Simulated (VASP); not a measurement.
# TiTe2 (P-3m1) in VASP: further runs, part 2 of 2

VASP 6.6.1. Earlier steps stand in the parts before.

## Step 3: Relaxation of shape and atoms at fixed volume, r2SCAN+rVV10 (26.07 Å³/atom)

This run uses another cell than the first one, of 26.07 Å³/atom.

POSCAR

```
TiTe2
1.0
    3.7528536344      0.0000000000      0.0000000000
   -1.8764268172      3.2500665841      0.0000000000
    0.0000000000      0.0000000000      6.4130790477
Ti Te
1 2
Direct
    0.0000000000      0.0000000000      0.0000000000
    0.3333333333      0.6666666667      0.2611301040
    0.6666666667      0.3333333333      0.7388698960
```

INCAR.step1

```
ALGO     = Normal         # electronic algorithm
EDIFF    = 1E-4           # SCF threshold, eV
ENCUT    = 600            # plane-wave cutoff, eV
GGA      = PE             # functional
ISMEAR   = 0              # smearing method
LASPH    = T              # aspherical terms in the spheres
LCHARG   = F              # write CHGCAR
LREAL    = F              # projectors in reciprocal space
LWAVE    = T              # write WAVECAR
NELM     = 80             # most SCF steps
PREC     = Accurate       # precision mode
SIGMA    = 0.05           # smearing width, eV
```

INCAR.step2

```
ALGO     = Normal         # electronic algorithm
BPARAM   = 11.95        
CPARAM   = 0.0093       
EDIFF    = 1E-6           # SCF threshold, eV
EDIFFG   = -0.01          # ionic threshold
ENCUT    = 600            # plane-wave cutoff, eV
IBRION   = 2              # ionic algorithm
ISIF     = 4              # what is computed and relaxed
ISMEAR   = 0              # smearing method
ISTART   = 1            
IVDW_NL  = 2            
LASPH    = T              # aspherical terms in the spheres
LCHARG   = F              # write CHGCAR
LMIXTAU  = T            
LREAL    = F              # projectors in reciprocal space
LUSE_VDW = T            
LWAVE    = F              # write WAVECAR
METAGGA  = R2SCAN         # meta-GGA
NELM     = 80             # most SCF steps
NSW      = 60             # ionic steps
PREC     = Accurate       # precision mode
SIGMA    = 0.05           # smearing width, eV
```

KPOINTS

```
k-points
0
Gamma
  8 8 4
```

Potentials or basis: VASP PAW PBE potentials, release 64 (Ti_sv, Te).

Run with:

```
cat potpaw_PBE.64/Ti_sv/POTCAR potpaw_PBE.64/Te/POTCAR > POTCAR
cp INCAR.step1 INCAR
mpirun -np 1 vasp_std > vasp.out
cp INCAR.step2 INCAR
mpirun -np 1 vasp_std > vasp.out
```

OUTCAR:

```text
BPARAM = 11.95
   EDIFF = 1E-6
   EDIFFG = -0.01
   ENCUT = 600
   IBRION = 2
   ISIF = 4
   ISMEAR = 0
   ISTART = 1
   IVDW_NL = 2
   LASPH = T
   LREAL = F
   METAGGA = R2SCAN
   NELM = 80
   NSW = 60
   PREC = Accurate

 ion  position               nearest neighbor table
   1  0.000  0.000  0.000-   2 2.74   3 2.74   3 2.74   2 2.74   3 2.74   2 2.74
   2  0.333  0.667  0.261-   1 2.74   1 2.74   1 2.74
   3  0.667  0.333  0.739-   1 2.74   1 2.74   1 2.74

  LATTYP: Found a hexagonal cell.
 ALAT       =     3.7528536344
 C/A-ratio  =     1.7088540275

  Lattice vectors:

 A1 = (   3.7528536344,   0.0000000000,   0.0000000000)
 A2 = (  -1.8764268172,   3.2500665841,   0.0000000000)
 A3 = (   0.0000000000,   0.0000000000,   6.4130790477)

Analysis of symmetry for initial positions (statically):
=====================================================================
 Subroutine PRICEL returns:
 Original cell was already a primitive cell.

 Routine SETGRP: Setting up the symmetry group for a
 hexagonal supercell.

[... 174 lines left out ...]
------------------------ aborting loop because EDIFF is reached ----------------------------------------

  FORCE on cell =-STRESS in cart. coord.  units (eV):
  Direction    XX          YY          ZZ          XY          YZ          ZX
  --------------------------------------------------------------------------------------
  -------------------------------------------------------------------------------------
  Total        1.2427991      1.2427991      1.3077590      0.0000000      0.0000000      0.0000000
  in kB       25.4560517     25.4560517     26.7866135      0.0000000      0.0000000      0.0000000
  external PRESSURE =      25.8995723 kB  Pullay stress =       0.0000000 kB
[... 135 lines left out ...]
--------------------------------------- Ionic step        5  -------------------------------------------

 number of electron      24.0000003 magnetization

 Free energy of the ion-electron system (eV)
  ---------------------------------------------------
  ext. energy  EPLUGINS =         0.00000000
  ---------------------------------------------------
  free energy    TOTEN  =       -65.66389749 eV

  energy without entropy =      -65.66245965  energy(sigma->0) =      -65.66317857

 E-fermi :   7.1152     XC(G=0): -10.5193

 val. band max:        7.1090941273   @ k =   0.3750   0.0000   0.5000
 cond. band min:       7.1197929455   @ k =   0.5000   0.0000   0.2500
 fundamental gap:      0.0106988182
 Fermi energy:         7.1151999775

 k-point     1 :       0.0000    0.0000    0.0000
  band No.  band energies     occupation
      1     -52.8482      2.00000
      2     -28.0640      2.00000
      3     -28.0639      2.00000
      4     -28.0328      2.00000
      5      -6.0258      2.00000
      6      -4.2909      2.00000
[... 433 lines left out ...]
      3     -28.0838      2.00000
      4     -28.0213      2.00000
      5      -4.1867      2.00000
      6      -3.7743      2.00000
[... 8 lines left out ...]
     15       8.5724      0.00000
     16       9.2894      0.00000

 [... further k-points ...]
[... 5 lines left out ...]
  --------------------------------------------------------------------------------------
  -------------------------------------------------------------------------------------
  Total        0.8759658      0.8759658      0.8709243      0.0000000      0.0000000      0.0000000
  in kB       17.9422653     17.9422653     17.8390008      0.0000000      0.0000000      0.0000000
  external PRESSURE =      17.9078438 kB  Pullay stress =       0.0000000 kB
[... 18 lines left out ...]
  FREE ENERGIE OF THE ION-ELECTRON SYSTEM (eV)
  ---------------------------------------------------
  free  energy   TOTEN  =       -65.6638974869 eV

  energy  without entropy=      -65.6624596509  energy(sigma->0) =      -65.66317857

 reached required accuracy - stopping structural energy minimisation
```

It took 31 min on 1 thread of Intel Xeon 8259CL, shared host; peak memory 0.45 GiB.

What came out:

| Item | Value |
| --- | --- |
| Free energy | -65.6639 eV |
| Energy gained by relaxing | 1.5 meV/atom |
| Ionic steps | 5 |
| Pressure after relaxing | 1.8 GPa |
| Largest force after relaxing | 0.005 eV/Å |
| Band gap on the k mesh | zero (bands 12 and 13 overlap by 0.70 eV) |

Forces on the atoms (eV/Å):
```
Ti   0.000  0.000  0.000
Te   0.000  0.000 -0.005
Te   0.000  0.000  0.005
```

Step by step:
```tsv
step	energy change (eV)	largest force (eV/Å)	pressure (GPa)	volume (Å³)
1	0.0000	0.2158	2.59	78.22
2	-0.0032	0.0927	2.19	78.22
3	-0.0038	0.0033	1.91	78.22
4	-0.0043	0.0006	1.84	78.22
5	-0.0045	0.0046	1.79	78.22
```

Final structure:
```xyz
3
Lattice="3.7610 0.0000 0.0000 -1.8805 3.2571 0.0000 0.0000 0.0000 6.3853" Properties=species:S:1:pos:R:3 pbc="T T T"
Ti    0.0000    0.0000    0.0000
Te    0.0000    2.1714    1.6895
Te    1.8805    1.0857    4.6958
```

Caveat: the PAW data sets were made with another functional, which shifts forces and pressure a little; spin-orbit coupling is left out, which moves the levels of the heavy elements.

## Step 4: Relaxation of shape and atoms at fixed volume, r2SCAN+rVV10 (26.62 Å³/atom)

This run uses another cell than the first one, of 26.62 Å³/atom.

POSCAR

```
TiTe2
1.0
    3.7688783822      0.0000000000      0.0000000000
   -1.8844391911      3.2639444227      0.0000000000
    0.0000000000      0.0000000000      6.4911320237
Ti Te
1 2
Direct
    0.0000000000      0.0000000000      0.0000000000
    0.3333333333      0.6666666667      0.2579205962
    0.6666666667      0.3333333333      0.7420794038
```

INCAR.step1

```
SYSTEM = TiTe2
PREC = Accurate ; ENCUT = 600
ISMEAR = 0 ; SIGMA = 0.05
LREAL = .FALSE. ; LASPH = .TRUE.
NELM = 80 ; GGA = PE
ALGO = Normal ; EDIFF = 1E-4
LWAVE = .TRUE. ; LCHARG = .FALSE.
```

INCAR.step2

```
SYSTEM = TiTe2
PREC = Accurate ; ENCUT = 600
EDIFF = 1E-6 ; ISMEAR = 0
SIGMA = 0.05 ; LREAL = .FALSE.
LASPH = .TRUE. ; NELM = 80
ALGO = Normal ; ISIF = 4
LWAVE = .FALSE. ; LCHARG = .FALSE.
METAGGA = R2SCAN ; LMIXTAU = .TRUE.
LUSE_VDW = .TRUE. ; IVDW_NL = 2
BPARAM = 11.95 ; CPARAM = 0.0093
IBRION = 2 ; NSW = 60
EDIFFG = -0.01 ; ISTART = 1
```

KPOINTS

```
regular mesh
0
G
  8 8 4
  0 0 0
```

Potentials or basis: VASP PAW PBE potentials, release 64 (Ti_sv, Te).

Run with:

```
cat potpaw_PBE.64/Ti_sv/POTCAR potpaw_PBE.64/Te/POTCAR > POTCAR
cp INCAR.step1 INCAR
mpirun -np 1 vasp_std > vasp.out
cp INCAR.step2 INCAR
mpirun -np 1 vasp_std > vasp.out
```

OUTCAR:

```text
SYSTEM = TiTe2
   PREC = Accurate
   ENCUT = 600
   EDIFF = 1E-6
   ISMEAR = 0
   LREAL = .FALSE.
   LASPH = .TRUE.
   NELM = 80
   ISIF = 4
   METAGGA = R2SCAN
   IVDW_NL = 2
   BPARAM = 11.95
   IBRION = 2
   NSW = 60
   EDIFFG = -0.01
   ISTART = 1

 ion  position               nearest neighbor table
   1  0.000  0.000  0.000-   2 2.75   3 2.75   2 2.75   3 2.75   3 2.75   2 2.75
   2  0.333  0.667  0.258-   1 2.75   1 2.75   1 2.75
   3  0.667  0.333  0.742-   1 2.75   1 2.75   1 2.75

  LATTYP: Found a hexagonal cell.
 ALAT       =     3.7688783822
 C/A-ratio  =     1.7222980859

  Lattice vectors:

 A1 = (   3.7688783822,   0.0000000000,   0.0000000000)
[... 329 lines left out ...]

 number of electron      24.0000002 magnetization

 Free energy of the ion-electron system (eV)
  ---------------------------------------------------
  ext. energy  EPLUGINS =         0.00000000
  ---------------------------------------------------
  free energy    TOTEN  =       -65.67809589 eV

  energy without entropy =      -65.67663236  energy(sigma->0) =      -65.67736413

 E-fermi :   6.8643     XC(G=0): -10.4072

 val. band max:        6.8577113384   @ k =   0.3750   0.0000   0.5000
 cond. band min:       6.8684308587   @ k =   0.5000   0.0000   0.2500
 fundamental gap:      0.0107195203
 Fermi energy:         6.8643338767

 k-point     1 :       0.0000    0.0000    0.0000
  band No.  band energies     occupation
      1     -53.1414      2.00000
      2     -28.3546      2.00000
      3     -28.3546      2.00000
      4     -28.3206      2.00000
      5      -6.1713      2.00000
      6      -4.5295      2.00000
[... 433 lines left out ...]
      3     -28.3733      2.00000
      4     -28.3099      2.00000
      5      -4.3885      2.00000
      6      -4.0104      2.00000
[... 8 lines left out ...]
     15       8.2754      0.00000
     16       8.9950      0.00000

 [... further k-points ...]
[... 5 lines left out ...]
  --------------------------------------------------------------------------------------
  -------------------------------------------------------------------------------------
  Total        0.4774345      0.4774345      0.4577403      0.0000000     -0.0000000      0.0000000
  in kB        9.5796375      9.5796375      9.1844760      0.0000000     -0.0000000      0.0000000
  external PRESSURE =       9.4479170 kB  Pullay stress =       0.0000000 kB
[... 18 lines left out ...]
  FREE ENERGIE OF THE ION-ELECTRON SYSTEM (eV)
  ---------------------------------------------------
  free  energy   TOTEN  =       -65.6780958915 eV

  energy  without entropy=      -65.6766323645  energy(sigma->0) =      -65.67736413

 reached required accuracy - stopping structural energy minimisation
```

OUTCAR.step1:

```text
SYSTEM = TiTe2
   PREC = Accurate
   ENCUT = 600
   ISMEAR = 0
   LREAL = .FALSE.
   LASPH = .TRUE.
[... 681 lines left out ...]
      0.00000      0.00000      0.00000         0.000000      0.000000      0.000000
     -0.00000      2.17596      1.67420         0.000000      0.000000      0.357932
      1.88444      1.08798      4.81694        -0.000000     -0.000000     -0.357932
 -----------------------------------------------------------------------------------
    total drift:                                0.000000      0.000000      0.000000

  FREE ENERGIE OF THE ION-ELECTRON SYSTEM (eV)
  ---------------------------------------------------
  free  energy   TOTEN  =       -16.1945407723 eV

  energy  without entropy=      -16.1926565000  energy(sigma->0) =      -16.19359864
```

OSZICAR.step1:

```text
N       E                     dE             d eps       ncg     rms          rms(c)
DAV:   1     0.192231810996E+03    0.19223E+03   -0.11903E+04  1120   0.156E+03
DAV:   2     0.858721637389E+00   -0.19137E+03   -0.18975E+03  1208   0.362E+02
DAV:   3    -0.178218160397E+02   -0.18681E+02   -0.18178E+02  1872   0.976E+01
DAV:   4    -0.183338407149E+02   -0.51202E+00   -0.51167E+00  1376   0.171E+01
DAV:   5    -0.183556658412E+02   -0.21825E-01   -0.21822E-01  1816   0.305E+00    0.122E+01
DAV:   6    -0.183850426093E+02   -0.29377E-01   -0.50248E+01  1512   0.444E+01    0.142E+01
DAV:   7    -0.164186833802E+02    0.19664E+01   -0.37052E+01  1536   0.359E+01    0.508E+00
DAV:   8    -0.161932534915E+02    0.22543E+00   -0.17840E+00  1392   0.978E+00    0.180E+00
DAV:   9    -0.162141867764E+02   -0.20933E-01   -0.28472E-01  1512   0.354E+00    0.148E+00
DAV:  10    -0.162010328179E+02    0.13154E-01   -0.41563E-01  1432   0.445E+00    0.894E-01
DAV:  11    -0.161951453240E+02    0.58875E-02   -0.28708E-02  1424   0.129E+00    0.459E-01
DAV:  12    -0.161948219148E+02    0.32341E-03   -0.11117E-03  1544   0.229E-01    0.293E-01
DAV:  13    -0.161945585552E+02    0.26336E-03   -0.11647E-03  1272   0.222E-01    0.749E-02
DAV:  14    -0.161945407723E+02    0.17783E-04   -0.76437E-05   592   0.678E-02
   1 F= -.16194541E+02 E0= -.16193599E+02  d E =-.188427E-02
```

Run time: 38 min. Hardware: 1 thread of Intel Xeon 8259CL, shared host; peak memory 0.45 GiB.

Results:

* Free energy: -65.6781 eV
* Energy gained by relaxing: 1.7 meV/atom
* Ionic steps: 5
* Pressure after relaxing: 0.9 GPa
* Largest force after relaxing: 0.004 eV/Å
* Band gap on the k mesh: zero (bands 12 and 13 overlap by 0.69 eV)

Forces on the atoms (eV/Å):
```
Ti   0.000  0.000  0.000
Te   0.000  0.000 -0.004
Te   0.000  0.000  0.004
```

Step by step:
```
step  energy change (eV)  largest force (eV/Å)  pressure (GPa)  volume (Å³)
   1              0.0000                0.2156            1.78        79.85
   2             -0.0033                0.0996            1.39        79.85
   3             -0.0041                0.0007            1.08        79.85
   4             -0.0047                0.0019            1.00        79.85
   5             -0.0050                0.0035            0.94        79.85
```

Final structure:
```
CELL_PARAMETERS angstrom
3.77915 0.00000 0.00000
-1.88957 3.27284 0.00000
0.00000 0.00000 6.45591
ATOMIC_POSITIONS crystal
Ti 0.00000 0.00000 0.00000
Te 0.33333 0.66667 0.26157
Te 0.66667 0.33333 0.73843
```

Levels at points of the mesh, in eV from the Fermi level:
```
           k point  band 9  band 10  band 11  band 12  band 13  band 14  band 15  band 16
(0.00, 0.00, 0.00)   -2.00     0.40     0.40     0.48     0.51     0.95     0.95     3.14
(0.50, 0.00, 0.00)   -2.98    -2.62    -2.06    -1.39     0.08     1.21     1.60     2.49
(0.00, 0.00, 0.50)   -1.93    -1.93     0.39     0.39     0.62     0.62     1.19     3.59
(0.50, 0.00, 0.50)   -2.66    -2.34    -1.15    -0.86    -0.21     1.20     1.57     2.66
```

Caveat: the PAW data sets were made with another functional, which shifts forces and pressure a little; spin-orbit coupling is left out, which moves the levels of the heavy elements.

## Step 5: The runs side by side

| level | cell | gap on the mesh (eV) | pressure (GPa) |
| --- | --- | --- | --- |
| PBE+D3(BJ) | relaxed from a = 3.762, b = 3.762, c = 6.549 Å, angles 90.0, 90.0, 120.0°, 3 atoms, atomic positions A | none | -2.0 |
| r2SCAN+rVV10 | relaxed from a = 3.753, b = 3.753, c = 6.413 Å, angles 90.0, 90.0, 120.0°, 3 atoms, atomic positions B | none | 1.8 |
| r2SCAN+rVV10 | relaxed from a = 3.769, b = 3.769, c = 6.491 Å, angles 90.0, 90.0, 120.0°, 3 atoms, atomic positions C | none | 0.9 |

Alike in all rows: task relaxation of shape and atoms at fixed volume; potentials or basis VASP PAW PBE potentials, release 64 (Ti_sv, Te); no spin polarisation; k mesh 8 × 8 × 4; cutoff (eV) 600; smearing gaussian 0.05 eV.

Caveats: spin-orbit coupling is left out, which moves the levels of the heavy elements; the PAW data sets were made with another functional, which shifts forces and pressure a little (at least some runs); the relaxation stopped at its first step, so nothing moved (at least some runs).

Total energies depend on the potentials used, so only differences within one code and one set of settings carry meaning.

The gap in the log of VASP goes by the Fermi energy; the results here count the filled bands.